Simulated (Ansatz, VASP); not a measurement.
**Mg3TiAs3 in VASP and in Ansatz**

INCAR

```
SYSTEM = Mg3TiAs3
ALGO     = Normal         ! electronic algorithm
EDIFF    = 1E-7           ! SCF threshold, eV
ENCUT    = 520            ! plane-wave cutoff, eV
GGA      = PE             ! functional
ISIF     = 2              ! what is computed and relaxed
ISMEAR   = 0              ! smearing method
ISPIN    = 2              ! spin polarisation
LASPH    = .TRUE.         ! aspherical terms in the spheres
LCHARG   = .FALSE.        ! write CHGCAR
LMAXMIX  = 4              ! l up to which the mixer works
LORBIT   = 11             ! projections on sites
LREAL    = .FALSE.        ! projectors in reciprocal space
LWAVE    = .FALSE.        ! write WAVECAR
MAGMOM   = 0 0 0 1 0 0 0  ! initial moments
NBANDS   = 30             ! bands
NELM     = 150            ! most SCF steps
PREC     = Accurate       ! precision mode
SIGMA    = 0.1            ! smearing width, eV
```

KPOINTS

```
k-points
0
G
  4 4 4
  0 0 0
```

The input POSCAR:

```
Mg3TiAs3
1.0
    5.5110189193      0.0000000000      0.0000000000
    0.0000000000      5.5110189193      0.0000000000
    0.0000000000      0.0000000000      5.5110189193
Mg Ti As
3 1 3
Direct
    0.5000000000      0.5000000000      0.0000000000
    0.0000000000      0.5000000000      0.5000000000
    0.5000000000      0.0000000000      0.5000000000
    0.5000000000      0.5000000000      0.5000000000
    0.5000000000      0.0000000000      0.0000000000
    0.0000000000      0.5000000000      0.0000000000
    0.0000000000      0.0000000000      0.5000000000
```

Input for Ansatz:

```yaml
crystal:
  lattice:
    - [5.5110189193, 0.0, 0.0]
    - [0.0, 5.5110189193, 0.0]
    - [0.0, 0.0, 5.5110189193]
  atoms:
    - { symbol: Mg, position: [0.5, 0.5, 0.0] }
    - { symbol: Mg, position: [0.0, 0.5, 0.5] }
    - { symbol: Mg, position: [0.5, 0.0, 0.5] }
    - { symbol: Ti, position: [0.5, 0.5, 0.5], spin: 1.0 }
    - { symbol: As, position: [0.5, 0.0, 0.0] }
    - { symbol: As, position: [0.0, 0.5, 0.0] }
    - { symbol: As, position: [0.0, 0.0, 0.5] }
basis:
  ecutwfc: 420
kpoints:
  mp_grid: { grid: [4, 4, 4] }
hamiltonian:
  xc: pbe
scf:
  occupations: { method: gaussian, width: 0.1 }
  lower_state_search: "off"
output:
  forces: true
  stress: true
  eigenvalues: true
  populations: true
magnetization:
  spin_polarized: true
```

Change from the starting cell: species swapped into the Ce3GaBr3 type (Pm-3m, No. 221).

Alike in both runs: task single point; functional PBE; k mesh 4 × 4 × 4; occupations gaussian, width 0.1 eV; collinear spin.

|  | VASP | Ansatz |
| --- | --- | --- |
| version | VASP 6.6.1 | Ansatz 0.2.0 |
| potentials or method | VASP PAW PBE potentials, release 64 (Mg, Ti_sv, As), cutoff 520 eV | scalar-relativistic, plane waves, PAW |
| valence electrons in the cell | 33 | 87 |

Ansatz gave:

- gap on the k mesh at the Fermi level (eV): none
- pressure (GPa): 0.0
- net moment per atom (μB): 0.41
- size of the moment on the site where the two differ most (μB): 1.82

Q: Estimate VASP's values.

A: gap on the k mesh at the Fermi level (eV): none; pressure (GPa): 0.0; net moment per atom (μB): 0.00; size of the moment on the site where the two differ most (μB): 0.00.

The net moments are unlike, so the other rows may belong to different states. Site moments also hang on the region over which each program counts them. A gap of «none» marks a metal or a gap that the smearing closes. VASP's potentials hold 33 valence electrons a cell and Ansatz's 87, so a difference there can come from the potentials and not from the codes.
